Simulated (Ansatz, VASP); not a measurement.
# BeTe in VASP and in Ansatz

Contents of INCAR:

```
  ALGO = Normal
  EDIFF = 1E-6
  ENCUT = 520
  GGA = CA
  ISIF = 2
  ISMEAR = 0
  LASPH = T
  LCHARG = F
  LREAL = F
  LWAVE = F
  NBANDS = 11
  NELM = 100
  PREC = Accurate
  SIGMA = 0.01
```

The input KPOINTS:

```
k-points
0
Gamma
  8 8 8
```

The input POSCAR:

```
BeTe
1.0
    2.6660557446      2.6660557446      0.0000000000
   -2.6660557446      2.6660557446      0.0000000000
    0.0000000000      2.6660557446      2.6660557446
Be Te
1 1
Direct
    0.0000000000      0.0000000000      0.0000000000
    0.7500000000      0.2500000000      0.5000000000
```

Input for Ansatz:

```yaml
crystal:
  lattice:
    - [2.66605574457, 2.66605574457, 0.0]
    - [-2.66605574457, 2.66605574457, 0.0]
    - [0.0, 2.66605574457, 2.66605574457]
  atoms:
    - { symbol: Be, position: [0.0, 0.0, 0.0] }
    - { symbol: Te, position: [0.75, 0.25, 0.5] }
kpoints:
  mp_grid: { grid: [8, 8, 8] }
scf:
  occupations: { method: fixed }
  convergence: { dr2_threshold: 1.0e-10 }
hamiltonian:
  xc: lda
  pseudopotentials: { kind: all_electron, lapw: { basis_error: 0.0005 } }
output:
  forces: true
  stress: true
  eigenstates:
    kpoints:
      - [0.0, 0.0, 0.0]
      - [-0.5, 0.5, 0.0]
      - [-0.5, -0.5, -0.5]
      - [0.0, 0.0, -0.5]
      - [0.0, -0.5, -0.5]
      - [0.0, 0.5, 0.0]
      - [-0.5, 0.0, 0.0]
      - [-0.5, 0.0, -0.5]
  eigenvalues: true
```

Alike in both runs: task single point; functional LDA; k mesh 8 × 8 × 8; no spin polarisation.

|  | VASP | Ansatz |
| --- | --- | --- |
| version | VASP 6.6.1 | Ansatz 0.2.0 |
| potentials or method | VASP PAW LDA potentials, release 64 (Be, Te), cutoff 520 eV | all-electron LAPW, scalar-relativistic |
| occupations | gaussian, width 0.01 eV | fixed |

Ansatz gave:

```
gap on the k mesh at the Fermi level (eV) : 1.46
pressure (GPa)                            : 10.0
```

Q: What did VASP give for the same quantities?

A: gap on the k mesh at the Fermi level (eV): 1.44; pressure (GPa): 10.4.

LDA's correlation is that of Perdew and Zunger in VASP and of Perdew and Wang (1992) in Ansatz. Ansatz ran all-electron here, and VASP with PAW potentials.

Neither program's run includes spin-orbit coupling.
